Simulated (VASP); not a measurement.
Input of a VASP 6.6.1 run:

The input POSCAR:

```
BeTe
1.0
    0.0000000000      2.7700000000      2.7700000000
    2.7700000000      0.0000000000      2.7700000000
    2.7700000000      2.7700000000      0.0000000000
Be Te
1 1
Direct
    0.0000000000      0.0000000000      0.0000000000
    0.2500000000      0.2500000000      0.2500000000
```

Contents of INCAR.step1:

```
SYSTEM = BeTe
ALGO     = Normal         ! electronic algorithm
EDIFF    = 1E-4           ! SCF threshold, eV
ENCUT    = 600            ! plane-wave cutoff, eV
GGA      = PE             ! functional
ISMEAR   = -1             ! smearing method
LASPH    = .True.         ! aspherical terms in the spheres
LCHARG   = .False.        ! write CHGCAR
LREAL    = .False.        ! projectors in reciprocal space
LWAVE    = .True.         ! write WAVECAR
NELM     = 80             ! most SCF steps
PREC     = Accurate       ! precision mode
SIGMA    = 0.02           ! smearing width, eV
```

File INCAR.step2:

```
SYSTEM = BeTe
ALGO     = Normal         ! electronic algorithm
EDIFF    = 1E-6           ! SCF threshold, eV
EDIFFG   = -0.01          ! ionic threshold
ENCUT    = 600            ! plane-wave cutoff, eV
IBRION   = 2              ! ionic algorithm
ISIF     = 3              ! what is computed and relaxed
ISMEAR   = -1             ! smearing method
ISTART   = 1            
LASPH    = .True.         ! aspherical terms in the spheres
LCHARG   = .False.        ! write CHGCAR
LMIXTAU  = .True.       
LREAL    = .False.        ! projectors in reciprocal space
LWAVE    = .False.        ! write WAVECAR
METAGGA  = R2SCAN         ! meta-GGA
NELM     = 80             ! most SCF steps
NSW      = 80             ! ionic steps
PREC     = Accurate       ! precision mode
SIGMA    = 0.02           ! smearing width, eV
```

The input KPOINTS:

```
k-points
0
Gamma
  8 8 8
  0 0 0
```

Potentials or basis: VASP PAW PBE potentials, release 64 (Be, Te).

Command:

```sh
$ cat potpaw_PBE.64/Be/POTCAR potpaw_PBE.64/Te/POTCAR > POTCAR
$ cp INCAR.step1 INCAR
$ mpirun -np 1 vasp_std > vasp.out
$ cp INCAR.step2 INCAR
$ mpirun -np 1 vasp_std > vasp.out
```

Estimate the relaxed cell.

a = 4.004 Å, b = 4.004 Å, c = 4.004 Å, α = 60.00°, β = 60.00°, γ = 60.00°.

What does it give for the relaxed volume?

22.69 Å³/atom.

Predict the band gap on the k mesh.

2.37 eV, indirect (least direct gap 4.03 eV).

Final structure:
```xyz
2
Lattice="0.0000 2.8312 2.8312 2.8312 0.0000 2.8312 2.8312 2.8312 0.0000" Properties=species:S:1:pos:R:3 pbc="T T T"
Be    0.0000    0.0000    0.0000
Te    1.4156    1.4156    1.4156
```

Caveat: the PAW data sets were made with another functional, which shifts forces and pressure a little; spin-orbit coupling is left out, which moves the levels of the heavy elements. A k mesh can miss the band edges.
